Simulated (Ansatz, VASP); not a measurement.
**Ge2Sb2S in VASP and in Ansatz**

```
Ge Sb S
1.0
     5.63960    0.00000    0.00000
     0.00000    5.63960    0.00000
     0.00000    0.00000    5.02780
Ge Sb S
2 2 1
Direct
  0.00000 0.00000 0.00000
  0.50000 0.50000 0.50000
  0.00000 0.50000 0.00000
  0.50000 0.00000 0.00000
  0.50000 0.50000 0.00000
```

Alike in both runs: functional PBE; k mesh 4 × 4 × 4; occupations gaussian, width 0.1 eV; no spin polarisation.

Ansatz relaxed the structure, and its values are those at the end. VASP's run is a single point on that final structure, the one shown.

|  | VASP | Ansatz |
| --- | --- | --- |
| version | VASP 6.6.1 | Ansatz 0.2.0 |
| potentials or method | VASP PAW PBE potentials, release 64 (Ge_d, Sb, S), cutoff 520 eV | scalar-relativistic, plane waves, PAW |
| valence electrons in the cell | 44 | 64 |

```csv
,VASP,Ansatz,Ansatz less VASP
gap on the k mesh at the Fermi level (eV),none,none,-
pressure (GPa),0.0,0.0,+0.04
```

A gap of «none» marks a metal or a gap that the smearing closes. The functional is the same, so the differences come from potentials, cutoffs and numerics. VASP's potentials hold 44 valence electrons a cell and Ansatz's 64, so a difference there can come from the potentials and not from the codes.

Neither program's run includes spin-orbit coupling.
